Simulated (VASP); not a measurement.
Write the native input for VASP 6.6.1 that does the following.

```
Task                   : single point
Functional             : LDA
Potentials or basis    : VASP PAW LDA potentials, release 64 (As, B)
Cutoff                 : 520 eV
k mesh                 : 10 × 10 × 10
Occupations            : fermi-dirac, width 0.05 eV
Spin                   : no spin polarisation
Dipole correction      : no
Further INCAR settings : ALGO = Normal; EDIFF = 1e-07; NBANDS = 11
```

The structure of BAs lies in POSCAR:

```
BAs
1.0
    0.0000000000      2.3724693156      2.3724693156
    2.3724693156      0.0000000000      2.3724693156
    2.3724693156      2.3724693156      0.0000000000
As B
1 1
Direct
    0.7500000000      0.7500000000      0.7500000000
    0.0000000000      0.0000000000      0.0000000000
```

These files were run (other wordings do the same):

INCAR

```
PREC = Accurate
ENCUT = 520
EDIFF = 1E-7
ISMEAR = -1
SIGMA = 0.05
LREAL = F
LASPH = T
NELM = 60
ALGO = Normal
ISIF = 2
LWAVE = F
LCHARG = T
LELF = T
LVHAR = T
NBANDS = 11
```

KPOINTS

```
regular mesh
0
Gamma
  10 10 10
```

Potentials or basis: VASP PAW LDA potentials, release 64 (As, B).

Run with:

```console
$ cat potpaw_LDA.64/As/POTCAR potpaw_LDA.64/B/POTCAR > POTCAR
$ mpirun -np 1 vasp_std > vasp.out
```

Results of the run:

```json
{
  "Pressure": "-0.2 GPa",
  "Band gap on the k mesh": "1.10 eV, indirect (least direct gap 3.28 eV)"
}
```

Wall time 31 s on 1 thread of Intel Xeon 8259CL, on a shared host, peak memory 0.15 GiB.
